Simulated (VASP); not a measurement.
# Na2ReP2 (I4/mmm) in VASP: further runs

Runs on Na2ReP2. Level: PBE. Tasks: single point.

Program: VASP 6.6.1. These are calculated values, not measurements. Logs are shortened: lines on timing, memory, paths and dates and some standing lists are left out, and cuts for length are marked.

### Step 1. The cell of the first run

It takes space group I4/mmm (No. 139, tetragonal). Conventional cell: a = 4.070 Å, b = 4.070 Å, c = 10.678 Å, α = 90.00°, β = 90.00°, γ = 90.00°. Within 3.2 Å of Na (site symmetry -4m2) lie 4 P at 2.43 Å and 4 Na at 2.88 Å. Within 4.2 Å of Re (site symmetry 4/mmm) lie 10 P at 3.18 to 3.99 Å and 8 Na at 3.36 Å and 4 Re at 4.07 Å. Within 3.2 Å of P (site symmetry 4mm) lie 4 Na at 2.43 Å and 1 P at 2.69 Å and 4 Re at 3.18 Å.

### Step 2. Single point, PBE

Contents of INCAR:

```
ALGO = Normal ; EDIFF = 1E-6
ENCUT = 1130 ; GGA = PE
GGA_COMPAT = False ; ISIF = 2
ISMEAR = 0 ; LASPH = True
LCHARG = True ; LELF = True
LREAL = False ; LVHAR = True
LWAVE = False ; NBANDS = 30
NELM = 120 ; PREC = Accurate
SIGMA = 0.1
```

Contents of KPOINTS:

```
k-points
0
Gamma
  6 6 6
```

Contents of POSCAR:

```
Na2ReP2
1.0
   -2.0348587735      2.0348587735      5.3389858908
    2.0348587735     -2.0348587735      5.3389858908
    2.0348587735      2.0348587735     -5.3389858908
Na Re P
2 1 2
Direct
    0.2500000000      0.7500000000      0.5000000000
    0.7500000000      0.2500000000      0.5000000000
    0.0000000000      0.0000000000      0.0000000000
    0.6260000000      0.6260000000      0.0000000000
    0.3740000000      0.3740000000      0.0000000000
```

Potentials or basis: VASP PAW PBE potentials, release 64 (Na_sv, Re_sv_GW, P).

Started as:

```bash
> cat potpaw_PBE.64/Na_sv/POTCAR potpaw_PBE.64/Re_sv_GW/POTCAR potpaw_PBE.64/P/POTCAR > POTCAR
> mpirun -np 1 vasp_std > vasp.out
```

OUTCAR:

```text
EDIFF = 1E-6
   ENCUT = 1130
   GGA = PE
   ISIF = 2
   ISMEAR = 0
   LASPH = True
   LREAL = False
   NELM = 120
   PREC = Accurate

 ion  position               nearest neighbor table
   1  0.250  0.750  0.500-   5 2.43   4 2.43   5 2.43   4 2.43
   2  0.750  0.250  0.500-   5 2.43   4 2.43   5 2.43   4 2.43
   3  0.000  0.000  0.000-
   4  0.626  0.626  0.000-   1 2.43   2 2.43   1 2.43   2 2.43   5 2.69
   5  0.374  0.374  0.000-   1 2.43   2 2.43   1 2.43   2 2.43   4 2.69

  LATTYP: Found a body centered tetragonal cell.
 ALAT       =     4.0697175470
 C/A-ratio  =     2.6237623762

  Lattice vectors:

 A1 = (  -2.0348587735,   2.0348587735,   5.3389858908)
 A2 = (   2.0348587735,  -2.0348587735,   5.3389858908)
 A3 = (   2.0348587735,   2.0348587735,  -5.3389858908)

Analysis of symmetry for initial positions (statically):
=====================================================================
 Subroutine PRICEL returns:
 Original cell was already a primitive cell.

 Routine SETGRP: Setting up the symmetry group for a
 body centered tetragonal supercell.

 Subroutine GETGRP returns: Found 16 space group operations
 (whereof 16 operations were pure point group operations)
 out of a pool of 16 trial point group operations.

The static configuration has the point symmetry D_4h.

Analysis of symmetry for dynamics (positions and initial velocities):
=====================================================================
 Subroutine PRICEL returns:
 Original cell was already a primitive cell.

 Routine SETGRP: Setting up the symmetry group for a
 body centered tetragonal supercell.

 Subroutine GETGRP returns: Found 16 space group operations
 (whereof 16 operations were pure point group operations)
 out of a pool of 16 trial point group operations.

The dynamic configuration has the point symmetry D_4h.

 Subroutine INISYM returns: Found 16 space group operations
 (whereof 16 operations are pure point group operations),
 and found     1 'primitive' translations

----------------------------------------------------------------------------------------

                                     Primitive cell

  volume of cell :      88.4275

  direct lattice vectors                    reciprocal lattice vectors
    -2.034858773  2.034858773  5.338985891     0.000000000  0.245717298  0.093650744
     2.034858773 -2.034858773  5.338985891     0.245717298  0.000000000  0.093650744
     2.034858773  2.034858773 -5.338985891     0.245717298  0.245717298  0.000000000

  length of vectors
     6.065152166  6.065152166  6.065152166     0.262959032  0.262959032  0.347496736

  position of ions in fractional coordinates (direct lattice)
     0.250000000  0.750000000  0.500000000
     0.750000000  0.250000000  0.500000000
     0.000000000  0.000000000  0.000000000
     0.626000000  0.626000000  0.000000000
     0.374000000  0.374000000  0.000000000

  ion indices of the primitive-cell ions
   primitive index   ion index
                 1           1
                 2           2
                 3           3
                 4           4
                 5           5

----------------------------------------------------------------------------------------

 KPOINTS: k-points

Automatic generation of k-mesh.
 Grid dimensions read from file:
 generate k-points for:    6    6    6

 Generating k-lattice:

  Cartesian coordinates                     Fractional coordinates (reciprocal lattice)
     0.000000000  0.040952883  0.015608457     0.166666667  0.000000000  0.000000000
     0.040952883  0.000000000  0.015608457     0.000000000  0.166666667  0.000000000
     0.040952883  0.040952883  0.000000000     0.000000000  0.000000000  0.166666667

  Length of vectors
     0.043826505  0.043826505  0.057916123

  Shift w.r.t. Gamma in fractional coordinates (k-lattice)
     0.000000000  0.000000000  0.000000000

 Subroutine IBZKPT returns following result:
 ===========================================

 Found     30 irreducible k-points:

 Following reciprocal coordinates:
            Coordinates               Weight
  0.000000  0.000000  0.000000      1.000000
  0.166667  0.000000  0.000000      8.000000
  0.333333  0.000000 -0.000000      8.000000
  0.500000  0.000000  0.000000      4.000000
  0.166667  0.166667  0.000000      8.000000
  0.333333  0.166667 -0.000000     16.000000
[... 16 lines left out ...]
 -0.333333 -0.333333  0.166667      8.000000
 -0.166667 -0.333333  0.166667      8.000000
 [... further k-points ...]
   k-points           NKPTS =     30   k-points in BZ     NKDIM =     30   number of bands    NBANDS=     30
   number of dos      NEDOS =    301   number of ions     NIONS =      5
   total plane-waves  NPLWV = 343000
   dimension x,y,z NGX =    70 NGY =   70 NGZ =   70
   dimension x,y,z NGXF=   140 NGYF=  140 NGZF=  140
   ions per type =               2   1   2
   NGX,Y,Z   is equivalent  to a cutoff of  19.19, 19.19, 19.19 a.u.
   NGXF,Y,Z  is equivalent  to a cutoff of  38.37, 38.37, 38.37 a.u.
 SYSTEM =  unknown system
   PREC   = accura    normal or accurate (medium, high low for compatibility)
   ISTART =      0    job   : 0-new  1-cont  2-samecut
   ICHARG =      2    charge: 1-file 2-atom 10-const
   ISPIN  =      1    spin polarized calculation?
   LNONCOLLINEAR =      F non collinear calculations
   LSORBIT =      F    spin-orbit coupling
   LASPH  =      T    aspherical Exc in radial PAW
   ENCUT  = 1130.0 eV  83.05 Ry    9.11 a.u.  16.62 16.62 16.62*2*pi/ulx,y,z
   NELM   =    120;   NELMIN=  2; NELMDL= -5     # of ELM steps
   EDIFF  = 0.1E-05   stopping-criterion for ELM
   LREAL  =      F    real-space projection
   EDIFFG = 0.1E-04   stopping-criterion for IOM
   NSW    =      0    number of steps for IOM
   IBRION =     -1    ionic relax: 0-MD 1-quasi-New 2-CG
   NFREE  =      0    steps in history (QN), initial steepest desc. (CG)
   ISIF   =      2    stress and relaxation
   ISYM   =      2    0-nonsym 1-usesym 2-fastsym
   POTIM  = 0.5000    time-step for ionic-motion
   TEBEG  =    0.0;   TEEND  =   0.0 temperature during run
   PSTRESS=    0.0 pullay stress
   NELECT =      43.0000    total number of electrons
   NUPDOWN=      -1.0000    fix difference up-down
   EMIN   =  10.00;   EMAX   =-10.00  energy-range for DOS
   EFERMI =   0.00;   METHOD = LEGACY
   ISMEAR =     0;   SIGMA  =   0.10  broadening in eV -4-tet -1-fermi 0-gaus
   EFERMI_NEDOS =   21; number of points for ismear=-14 and -15
   IALGO  =     38    algorithm
   IMIX   =      4    mixing-type and parameters
     AMIX     =   0.40;   BMIX     =  1.00
     AMIX_MAG =   1.60;   BMIX_MAG =  1.00
  volume/ion in A,a.u.               =      17.69       119.35
  Fermi-wavevector in a.u.,A,eV,Ry     =   1.287366  2.432768 22.549072  1.657310
  Thomas-Fermi vector in A             =   2.419384
   LORBIT       =      0    0 simple, 1 ext, 2 COOP (PROOUT), +10 PAW based schemes
   GGA     = PE    functional components
   LHFCALC =     F    Hartree Fock is set to
   AEXX    =    0.0000 exact exchange contribution
   IVDW    =     0    specifies the selected vdW correction
   LEPSILON=     F    determine dielectric tensor
   LRPA    =     F    only Hartree local field effects (RPA)
 non-spin polarized calculation
 Gauss-broadening in eV      SIGMA  =   0.10
  energy-cutoff  :     1130.00
  volume of cell :       88.43
 maximum number of plane-waves:      7642
 NGX is ok and might be reduce to    70
   NGX = 33   NGY = 33   NGZ = 33

 number of electron      42.9999998 magnetization

 Free energy of the ion-electron system (eV)
  ---------------------------------------------------
  ext. energy  EPLUGINS =         0.00000000
  ---------------------------------------------------
  free energy    TOTEN  =       -20.30556976 eV

  energy without entropy =      -20.27557423  energy(sigma->0) =      -20.29057199

 E-fermi :   5.8582     XC(G=0): -10.3619

 val. band max:        5.8287446243   @ k =   0.0000   0.0000   0.0000
 cond. band min:       5.8636166444   @ k =  -0.1667  -0.3333   0.1667
 fundamental gap:      0.0348720201
 Fermi energy:         5.8582409233

 k-point     1 :       0.0000    0.0000    0.0000
  band No.  band energies     occupation
      1     -74.3023      2.00000
      2     -45.7896      2.00000
      3     -45.7473      2.00000
      4     -36.1430      2.00000
      5     -36.1430      2.00000
      6     -35.8965      2.00000
[... 22 lines left out ...]
     29      13.3966      0.00000
     30      13.8956      0.00000

 k-point     2 :       0.1667    0.0000    0.0000
  band No.  band energies     occupation
      1     -74.3023      2.00000
      2     -45.7867      2.00000
      3     -45.7501      2.00000
      4     -36.1445      2.00000
      5     -36.1428      2.00000
      6     -35.8964      2.00000
[... 22 lines left out ...]
     29      12.4852      0.00000
     30      12.4964      0.00000

 k-point     3 :       0.3333    0.0000   -0.0000
  band No.  band energies     occupation
      1     -74.3022      2.00000
      2     -45.7788      2.00000
      3     -45.7577      2.00000
      4     -36.1476      2.00000
      5     -36.1426      2.00000
      6     -35.8961      2.00000
[... 22 lines left out ...]
     29      11.3376      0.00000
     30      13.5612      0.00000

 k-point     4 :       0.5000    0.0000    0.0000
  band No.  band energies     occupation
      1     -74.3022      2.00000
      2     -45.7682      2.00000
      3     -45.7682      2.00000
      4     -36.1491      2.00000
      5     -36.1425      2.00000
      6     -35.8960      2.00000
[... 22 lines left out ...]
     29      11.6043      0.00000
     30      13.6307      0.00000

 k-point     5 :       0.1667    0.1667    0.0000
  band No.  band energies     occupation
      1     -74.3022      2.00000
      2     -45.7842      2.00000
      3     -45.7524      2.00000
      4     -36.1444      2.00000
      5     -36.1444      2.00000
      6     -35.8962      2.00000
[... 22 lines left out ...]
     29      12.4647      0.00000
     30      13.0016      0.00000
[... 526 lines left out ...]
     29      11.4158      0.00000
     30      13.0825      0.00000

 k-point    22 :      -0.1667    0.5000    0.1667
  band No.  band energies     occupation
      1     -74.3022      2.00000
      2     -45.7788      2.00000
      3     -45.7577      2.00000
      4     -36.1476      2.00000
      5     -36.1426      2.00000
      6     -35.8961      2.00000
[... 22 lines left out ...]
     29      11.9033      0.00000
     30      13.1447      0.00000

 k-point    23 :      -0.3333   -0.3333    0.1667
  band No.  band energies     occupation
      1     -74.3022      2.00000
      2     -45.7842      2.00000
      3     -45.7524      2.00000
      4     -36.1444      2.00000
      5     -36.1444      2.00000
      6     -35.8962      2.00000
[... 22 lines left out ...]
     29      12.0094      0.00000
     30      12.6459      0.00000

 k-point    24 :      -0.1667   -0.3333    0.1667
  band No.  band energies     occupation
      1     -74.3023      2.00000
      2     -45.7867      2.00000
      3     -45.7501      2.00000
      4     -36.1445      2.00000
      5     -36.1428      2.00000
      6     -35.8963      2.00000
[... 22 lines left out ...]
     29      12.6147      0.00000
     30      12.6242      0.00000

 [... further k-points ...]

------------------------ aborting loop because EDIFF is reached ----------------------------------------

  FORCE on cell =-STRESS in cart. coord.  units (eV):
  Direction    XX          YY          ZZ          XY          YZ          ZX
  --------------------------------------------------------------------------------------
  -------------------------------------------------------------------------------------
  Total        0.1227076      0.1227076      1.4140814      0.0000000      0.0000000      0.0000000
  in kB        2.2232835      2.2232835     25.6210938      0.0000000      0.0000000      0.0000000
  external PRESSURE =      10.0225536 kB  Pullay stress =       0.0000000 kB

 VOLUME and BASIS-vectors are now :
 -----------------------------------------------------------------------------
  energy-cutoff  :     1130.00
  volume of cell :       88.43
      direct lattice vectors                 reciprocal lattice vectors
    -2.034858773  2.034858773  5.338985891     0.000000000  0.245717298  0.093650744
     2.034858773 -2.034858773  5.338985891     0.245717298  0.000000000  0.093650744
     2.034858773  2.034858773 -5.338985891     0.245717298  0.245717298  0.000000000

 POSITION                                       TOTAL-FORCE (eV/Angst)
 -----------------------------------------------------------------------------------
      2.03486      0.00000      2.66949        -0.000000     -0.000000     -0.000000
      0.00000      2.03486      2.66949        -0.000000     -0.000000     -0.000000
      0.00000      0.00000      0.00000        -0.000000     -0.000000     -0.000000
      0.00000      0.00000      6.68441        -0.000000     -0.000000     -5.720284
      0.00000      0.00000      3.99356         0.000000      0.000000      5.720284
 -----------------------------------------------------------------------------------
    total drift:                               -0.000000     -0.000000      0.000000

  FREE ENERGIE OF THE ION-ELECTRON SYSTEM (eV)
  ---------------------------------------------------
  free  energy   TOTEN  =       -20.3055697574 eV

  energy  without entropy=      -20.2755742264  energy(sigma->0) =      -20.29057199
```

It took 11 min on 1 thread of AMD EPYC 7R13 (Zen 3), shared host; peak memory 0.8 GiB.

Results:

* Free energy: -20.3056 eV
* Pressure: 1.0 GPa
* Largest force: 5.720 eV/Å
* Band gap on the k mesh: zero (an odd number of electrons rules out a gap without spin polarisation)

Forces on the atoms (eV/Å):
```
Na   0.000  0.000  0.000
Na   0.000  0.000  0.000
Re   0.000  0.000  0.000
P    0.000  0.000 -5.720
P    0.000  0.000  5.720
```

Levels at points of the mesh, in eV from the Fermi level:
```
           k point  band 19  band 20  band 21  band 22  band 23  band 24  band 25  band 26
(0.00, 0.00, 0.00)    -1.61    -1.61    -0.55    -0.51    -0.03     0.57     1.17     1.17
(0.50, 0.00, 0.00)    -1.42    -0.60    -0.58    -0.40     0.03     1.39     1.70     3.10
(0.50, 0.50, 0.00)    -2.66    -1.17     0.16     0.23     0.25     0.71     1.17     1.79
(0.50, 0.50, 0.50)    -1.62    -1.62    -1.16    -0.53    -0.17     0.87     1.46     1.46
```

Caveat: spin-orbit coupling is left out, which moves the levels of the heavy elements; forces of over 1 eV/Å act on the atoms, so gaps and moduli don't describe the material at rest.

(Continued in part 2 of 2.)

The gap in the log of VASP goes by the Fermi energy; the results here count the filled bands.